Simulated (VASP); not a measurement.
Input of a VASP 6.6.1 run:

INCAR

```
  PREC = Accurate
  ENCUT = 500
  EDIFF = 1E-6
  ISMEAR = -1
  SIGMA = 0.1
  LREAL = F
  LASPH = T
  NELM = 120
  ALGO = Normal
  ISIF = 2
  LWAVE = F
  LCHARG = F
  GGA = PE
  NBANDS = 21
  GGA_COMPAT = F
```

File KPOINTS:

```
regular mesh
0
Gamma
  2 2 2
```

POSCAR

```
W
1.0
    3.1844833900      0.0000000000      0.0000000000
    0.0000000000      3.1844833900      0.0000000000
    0.0000000000      0.0000000000      3.1844833900
W
2
Direct
    0.0000000000      0.0000000000      0.0000000000
    0.5000000000      0.5000000000      0.5000000000
```

Potentials or basis: VASP PAW PBE potentials, release 64 (W_sv).

Run with:

```sh
$ cat potpaw_PBE.64/W_sv/POTCAR > POTCAR
$ mpirun -np 1 vasp_std > vasp.out
```

Predict the band gap on the k mesh.

zero (band 14 reaches 11.79 eV, above the bottom of band 15 at 10.88 eV).

Predict the pressure.

-2.2 GPa.

Caveat: the k points lie up to 0.99 Å⁻¹ apart; spin-orbit coupling is left out, which moves the levels of the heavy elements.
